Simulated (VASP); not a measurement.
Input of a VASP 6.6.1 run:

File INCAR:

```
SYSTEM = Zn2O
  PREC = Accurate
  ENCUT = 600
  EDIFF = 1E-6
  ISMEAR = 0
  SIGMA = 0.2
  LREAL = .False.
  LASPH = .True.
  NELM = 100
  ALGO = Normal
  ISIF = 3
  LWAVE = .False.
  LCHARG = .False.
  GGA = PE
  IBRION = 2
  NSW = 36
  EDIFFG = -0.08
```

Contents of KPOINTS:

```
Automatic mesh
0
Gamma
  8 8 4
  0 0 0
```

POSCAR

```
Zn2O
1.0
    2.9500000000      0.0000000000      0.0000000000
   -1.4750000000      2.5547749400      0.0000000000
    0.0000000000      0.0000000000      4.8600000000
Zn O
2 1
Direct
    0.6666666700      0.3333333300      0.7500000000
    0.3333333300      0.6666666700      0.2500000000
    0.0000000000      0.0000000000      0.0000000000
```

Potentials or basis: VASP PAW PBE potentials, release 64 (Zn, O).

The run is started by

```bash
$ cat potpaw_PBE.64/Zn/POTCAR potpaw_PBE.64/O/POTCAR > POTCAR
$ mpirun -np 1 vasp_std > vasp.out
```

Problem. Predict the relaxed cell.

Solution. a = 3.028 Å, b = 3.028 Å, c = 4.624 Å, α = 90.00°, β = 90.00°, γ = 120.00°.

Problem. What does it give for the space group after relaxing (to 0.1 Å)?

Solution. P-3m1 (No. 164).

Problem. What does it give for the relaxed volume?

Solution. 12.24 Å³/atom.

Step by step:
| step | energy change (eV) | largest force (eV/Å) | pressure (GPa) | volume (Å³) |
| --- | --- | --- | --- | --- |
| 1 | 0.0000 | 2.2491 | 8.78 | 36.63 |
| 2 | -0.2617 | 0.1025 | -7.38 | 40.28 |
| 3 | -0.2738 | 0.4210 | -5.39 | 39.59 |
| 4 | -0.3700 | 0.2538 | -2.71 | 37.86 |
| 5 | -0.3917 | 0.0170 | 0.55 | 36.52 |
| 6 | -0.3924 | 0.0311 | 0.09 | 36.72 |
